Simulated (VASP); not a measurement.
Write the native input for VASP 6.6.1 that does the following.

```yaml
Task: single point
Functional: PBE
Dispersion: D3(BJ)
Potentials_or_basis: VASP PAW PBE potentials, release 64 (Al, H)
Cutoff: 520 eV
k_mesh: 2 × 2 × 2
Occupations: gaussian, width 0.1 eV
Spin: no spin polarisation
Dipole_correction: no
Further_INCAR_settings: LREAL = Auto; ALGO = Normal; EDIFF = 1e-06; NBANDS = 70
```

The structure of Al32H (a cell with a defect) lies in POSCAR:

```
Al32H
1.0
    8.1000000000      0.0000000000      0.0000000000
    0.0000000000      8.1000000000      0.0000000000
    0.0000000000      0.0000000000      8.1000000000
Al H
32 1
Direct
    0.4995996744     -0.0006176464     -0.0006160652
    0.7507810370      0.2505726192     -0.0006041017
    0.7507810044     -0.0006056835      0.2505745851
   -0.0003160831      0.0027504613      0.0027517061
    0.2506396583      0.2471707847      0.0028026260
    0.5029725487      0.4994964849      0.0027866724
    0.7473866472      0.7504597548      0.0027632743
    0.2506395203      0.0028012015      0.2471727522
    0.4995963587      0.2505879363      0.2505898729
    0.7473813526      0.4995109655      0.2472068188
    0.5029721841      0.0027850473      0.4994980150
    0.7473815442      0.2472052145      0.4995123147
    0.7473865474      0.0027620707      0.7504608927
    0.0008281457      0.5006329947     -0.0013049961
    0.2495319987      0.7493429678     -0.0013098461
   -0.0003184746      0.2472182086      0.2472200208
    0.2495285755      0.5006308586      0.2512831590
    0.5029706220      0.7504763979      0.2471903140
    0.0008281139     -0.0013065012      0.5006346084
    0.2495283368      0.2512812111      0.5006327385
    0.4988906171      0.5006531440      0.5006547943
    0.7514756718      0.7493573767      0.5006146249
    0.2495322393     -0.0013113945      0.7493446412
    0.5029709021      0.2471882716      0.7504777158
    0.7514756760      0.5006127719      0.7493590201
    0.0008312477      0.7493343463      0.2512775186
   -0.0091427983      0.4907026606      0.4907039768
    0.2595127510      0.7593705191      0.4906072043
    0.0008312804      0.2512755937      0.7493357570
    0.2595137591      0.4906049191      0.7593724644
    0.4988912265      0.7493178568      0.7493192862
   -0.0091272958      0.7592585758      0.7592596086
    0.1254048108      0.6249701106      0.6249743259
```

One way to write it, as run:

INCAR

```
SYSTEM = Al32H
ALGO = Normal
EDIFF = 1E-6
ENCUT = 520
GGA = PE
ISIF = 2
ISMEAR = 0
IVDW = 12
LASPH = .TRUE.
LCHARG = .FALSE.
LREAL = Auto
LWAVE = .FALSE.
NBANDS = 70
NELM = 100
PREC = Accurate
SIGMA = 0.1
```

KPOINTS

```
k-points
0
G
  2 2 2
  0 0 0
```

Potentials or basis: VASP PAW PBE potentials, release 64 (Al, H).

Launch:

```console
$ cat potpaw_PBE.64/Al/POTCAR potpaw_PBE.64/H/POTCAR > POTCAR
$ mpirun -np 1 vasp_std > vasp.out
```

Results of the run:

| Property | Result |
| --- | --- |
| Pressure | -2.7 GPa |
| Largest force | 0.014 eV/Å |
| Band gap on the k mesh | zero (an odd number of electrons rules out a gap without spin polarisation) |
| Dispersion energy per atom | -0.328 eV |

Caveat: the k points lie up to 0.39 Å⁻¹ apart, too coarse for converged energies and pressures of a metal.

Wall time 9.2 min on 1 thread of Intel Xeon 8259CL (shared host), peak memory 0.5 GiB.
